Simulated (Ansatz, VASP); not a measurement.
## Ag: VASP beside Ansatz

The input INCAR:

```
SYSTEM = Ag
ALGO     = Normal         ! electronic algorithm
EDIFF    = 1E-7           ! SCF threshold, eV
ENCUT    = 520            ! plane-wave cutoff, eV
GGA      = PS             ! functional
ISIF     = 2              ! what is computed and relaxed
ISMEAR   = 0              ! smearing method
LASPH    = .TRUE.         ! aspherical terms in the spheres
LCHARG   = .TRUE.         ! write CHGCAR
LELF     = .TRUE.         ! ELF
LREAL    = .FALSE.        ! projectors in reciprocal space
LVHAR    = .TRUE.       
LWAVE    = .FALSE.        ! write WAVECAR
NBANDS   = 12             ! bands
NELM     = 60             ! most SCF steps
PREC     = Accurate       ! precision mode
SIGMA    = 0.15           ! smearing width, eV
```

The input KPOINTS:

```
k-points
0
G
  20 20 20
  0 0 0
```

The input POSCAR:

```
Ag
1.0
    0.0000000000      2.0533155000      2.0431000000
    2.0431000000      0.0000000000      2.0431000000
    2.0431000000      2.0533155000      0.0000000000
Ag
1
Direct
    0.0000000000      0.0000000000      0.0000000000
```

Input for Ansatz:

```yaml
crystal:
  lattice:
    - [0.0, 2.0533155, 2.0431]
    - [2.0431, 0.0, 2.0431]
    - [2.0431, 2.0533155, 0.0]
  atoms:
    - { symbol: Ag, position: [0.0, 0.0, 0.0] }
basis:
  ecutwfc: 420
kpoints:
  mp_grid: { grid: [20, 20, 20] }
hamiltonian:
  xc: pbesol
scf:
  occupations: { method: gaussian, width: 0.15 }
output:
  forces: true
  stress: true
  eigenvalues: true
```

Change from the starting cell: strain +0.0050 x Voigt [0, 1, 0, 0, 0, 0], atoms carried along.

Alike in both runs: task single point; functional PBEsol; k mesh 20 × 20 × 20; occupations gaussian, width 0.15 eV; no spin polarisation.

|  | VASP | Ansatz |
| --- | --- | --- |
| version | VASP 6.6.1 | Ansatz 0.2.0 |
| potentials or method | VASP PAW PBE potentials, release 64 (Ag), cutoff 520 eV | scalar-relativistic, plane waves, PAW |
| valence electrons in the cell | 11 | 19 |

Ansatz gave:

| Property | Result |
| --- | --- |
| gap on the k mesh at the Fermi level (eV) | none |
| pressure (GPa) | -3.1 |
| traceless stress, the component that is largest in VASP (GPa) | -0.13 |

Problem. Estimate VASP's values.

Solution. gap on the k mesh at the Fermi level (eV): none; pressure (GPa): -3.3; traceless stress, the component that is largest in VASP (GPa): -0.13.

VASP's potentials were made for PBE, not for PBEsol. A gap of «none» marks a metal or a gap that the smearing closes. With one functional, cell and mesh, what is left measures potentials, basis and numerics. VASP's potentials hold 11 valence electrons a cell and Ansatz's 19, so a difference there can come from the potentials and not from the codes.
